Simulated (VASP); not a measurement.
# MgB2: single point with r2SCAN

MgB2:

```
CELL_PARAMETERS angstrom
3.06573 0.00000 0.00000
-1.53287 2.65500 0.00000
0.00000 0.00000 3.52051
ATOMIC_POSITIONS crystal
Mg 0.00000 0.00000 0.00000
B 0.33333 0.66667 0.50000
B 0.66667 0.33333 0.50000
```

```
Program             : VASP 6.6.1
Task                : single point
Functional          : r2SCAN
Potentials or basis : VASP PAW PBE potentials, release 64 (Mg, B)
Cutoff              : 520 eV
k mesh              : 15 × 15 × 12
Occupations         : gaussian, width 0.1 eV
Spin                : no spin polarisation
```

```json
{
 "Pressure": "-0.4 GPa",
 "Band gap on the k mesh": "zero (band 4 reaches 7.25 eV, above the bottom of band 5 at 3.27 eV)"
}
```

Stress tensor (GPa, compression positive):
```
-0.28  0.00  0.00
 0.00 -0.28  0.00
 0.00  0.00 -0.68
```

Levels at points of the mesh, in eV from the Fermi level:
```
           k point  band 1  band 2  band 3  band 4  band 5  band 6  band 7  band 8  band 9
(0.00, 0.00, 0.00)  -13.30   -3.22    0.42    0.42    1.92    6.73    6.73    8.72   10.95
(0.00, 0.00, 0.50)  -12.03   -7.82    0.82    0.82    7.04    7.04    8.73   10.64   10.90
```

Wall time 87 s on 1 thread of Intel(R) Xeon(R) Platinum 8488C (Sapphire Rapids), with other jobs on the host, peak memory 0.2 GiB.

Caveat: the PAW data sets were made with another functional, which shifts forces and pressure a little.
